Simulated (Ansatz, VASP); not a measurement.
# AlN in VASP and in Ansatz

INCAR

```
ALGO = Normal
EDIFF = 1E-7
ENCUT = 520
GGA = CA
ISIF = 2
ISMEAR = 0
LASPH = T
LCHARG = F
LREAL = F
LWAVE = F
NBANDS = 26
NELM = 60
PREC = Accurate
SIGMA = 0.05
```

Contents of KPOINTS:

```
k-points
0
Gamma
  8 6 4
```

File POSCAR:

```
AlN
1.0
   -1.6378403119      2.8368226349      0.0000000000
    0.0000000000      0.0000000000      4.1006264518
    4.9135209358      2.8368226349      0.0000000000
Al N
4 4
Direct
    0.5517105205      0.7500000000      0.1586670213
    1.0000000000      0.7500000000      0.6666666667
    0.0000000000      0.2500000000      0.3333333333
    0.5000000000      0.2500000000      0.8333333333
    0.5000000000      0.2500000000      0.1666666667
    1.0000000000      0.2500000000      0.6666666667
    0.0000000000      0.7500000000      0.3333333333
    0.5000000000      0.7500000000      0.8333333333
```

Input for Ansatz:

```yaml
crystal:
  lattice:
    - [-1.6378403119, 2.8368226349, 0.0]
    - [0.0, 0.0, 4.1006264518]
    - [4.9135209358, 2.8368226349, 0.0]
  atoms:
    - { symbol: Al, position: [0.5517105205, 0.75, 0.1586670213] }
    - { symbol: Al, position: [1.0, 0.75, 0.6666666667] }
    - { symbol: Al, position: [0.0, 0.25, 0.3333333333] }
    - { symbol: Al, position: [0.5, 0.25, 0.8333333333] }
    - { symbol: "N", position: [0.5, 0.25, 0.1666666667] }
    - { symbol: "N", position: [1.0, 0.25, 0.6666666667] }
    - { symbol: "N", position: [0.0, 0.75, 0.3333333333] }
    - { symbol: "N", position: [0.5, 0.75, 0.8333333333] }
basis:
  ecutwfc: 420
kpoints:
  mp_grid: { grid: [8, 6, 4] }
hamiltonian:
  xc: lda
  pseudopotentials: { kind: paw, azcp: { folder: soft_1 } }
scf:
  occupations: { method: gaussian, width: 0.05 }
output:
  forces: true
  stress: true
  eigenvalues: true
```

Alike in both runs: task single point; functional LDA; k mesh 8 × 6 × 4; occupations gaussian, width 0.05 eV; no spin polarisation.

|  | VASP | Ansatz |
| --- | --- | --- |
| version | VASP 6.6.1 | Ansatz 0.2.0 |
| potentials or method | VASP PAW LDA potentials, release 64 (Al, N), cutoff 520 eV | scalar-relativistic, plane waves, PAW |
| valence electrons in the cell | 32 | 32 |

|  | VASP | Ansatz | Ansatz less VASP |
| --- | --- | --- | --- |
| gap on the k mesh at the Fermi level (eV) | 3.56 | 3.55 | -0.007 |
| least direct gap on the mesh (eV) | 3.56 | 3.55 | -0.007 |
| pressure (GPa) | 1.9 | 1.2 | -0.68 |
| traceless stress, the component that is largest in VASP (GPa) | 4.02 | 3.83 | -0.190 |
| rms of the force components (eV/Å) | 0.730 | 0.715 | -0.0147 |

Ansatz warns that its potentials were made for another functional, while VASP's fit it. LDA's correlation is that of Perdew and Zunger in VASP and of Perdew and Wang (1992) in Ansatz. Atom by atom the forces differ by 0.015 eV/Å (rms over components).
